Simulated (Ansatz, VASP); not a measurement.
## CaS: VASP beside Ansatz

Contents of INCAR:

```
SYSTEM = CaS
ALGO = Normal
EDIFF = 1E-6
ENCUT = 500
GGA = RP
GGA_COMPAT = .False.
ISIF = 2
ISMEAR = 0
LASPH = .True.
LCHARG = .False.
LREAL = .False.
LWAVE = .False.
NBANDS = 15
NELM = 120
PREC = Accurate
SIGMA = 0.01
```

Contents of KPOINTS:

```
k-points
0
Gamma
  5 5 5
  0 0 0
```

Contents of POSCAR:

```
CaS
1.0
    0.0000000000      2.8804121851      2.8804121851
    2.8804121851      0.0000000000      2.8804121851
    2.8804121851      2.8804121851      0.0000000000
Ca S
1 1
Direct
    0.0000000000      0.0000000000      0.0000000000
    0.5000000000      0.5000000000      0.5000000000
```

Input for Ansatz:

```yaml
crystal:
  lattice:
    - [0.0, 2.880412185060764, 2.880412185060764]
    - [2.880412185060764, 0.0, 2.880412185060764]
    - [2.880412185060764, 2.880412185060764, 0.0]
  atoms:
    - { symbol: Ca, position: [0.0, 0.0, 0.0] }
    - { symbol: S, position: [0.5, 0.5, 0.5] }
basis:
  ecutwfc: 630.0
  ecutrho_ratio: 6
kpoints:
  mp_grid:
    grid: [5, 5, 5]
hamiltonian:
  xc: rpbe
scf:
  lower_state_search: light
  mixing:
    algorithm: broyden
    preconditioner: kerker
  occupations:
    method: fixed
output:
  stress: true
```

Alike in both runs: task single point; functional RPBE; k mesh 5 × 5 × 5; no spin polarisation.

```csv
,VASP,Ansatz
version,VASP 6.6.1,Ansatz 0.2.0
potentials or method,"VASP PAW PBE potentials, release 64 (Ca_sv, S), cutoff 500 eV","plane waves, PAW"
occupations,"gaussian, width 0.01 eV",fixed
valence electrons in the cell,16,16
```

VASP gave:

* pressure (GPa): 0.9

Task: Which values does Ansatz return?

Result: Pressure (GPa): 0.7.

VASP's potentials were made for PBE, not for RPBE.
